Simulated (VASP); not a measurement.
A run of VASP 6.6.1:

File INCAR:

```
PREC = Accurate
ENCUT = 500
EDIFF = 1E-6
ISMEAR = 0
SIGMA = 0.01
LREAL = F
LASPH = T
NELM = 120
ALGO = Normal
ISIF = 2
LWAVE = F
LCHARG = F
GGA = PE
NBANDS = 20
GGA_COMPAT = F
```

Contents of KPOINTS:

```
Automatic mesh
0
Gamma
  6 6 2
```

The input POSCAR:

```
SnS2
1.0
    3.6607548066      0.0000000000      0.0000000000
   -1.8303774033      3.1703066595      0.0000000000
    0.0000000000      0.0000000000      5.9617808738
Sn S
1 2
Direct
    0.0000000000      0.0000000000      0.0000000000
    0.3333333333      0.6666666667      0.2455905351
    0.6666666667      0.3333333333      0.7544094649
```

Potentials or basis: VASP PAW PBE potentials, release 64 (Sn_d, S).

Launch:

```console
$ cat potpaw_PBE.64/Sn_d/POTCAR potpaw_PBE.64/S/POTCAR > POTCAR
$ mpirun -np 1 vasp_std > vasp.out
```

Hardware: 1 thread of Intel(R) Xeon(R) 6975P-C (Granite Rapids), with other jobs on the host.

Estimate the wall time of this run.

Wall time 8.1 s on 1 thread of Intel(R) Xeon(R) 6975P-C (Granite Rapids), with other jobs on the host, peak memory 0.18 GiB. Counts: scf iterations 12, k points 14.
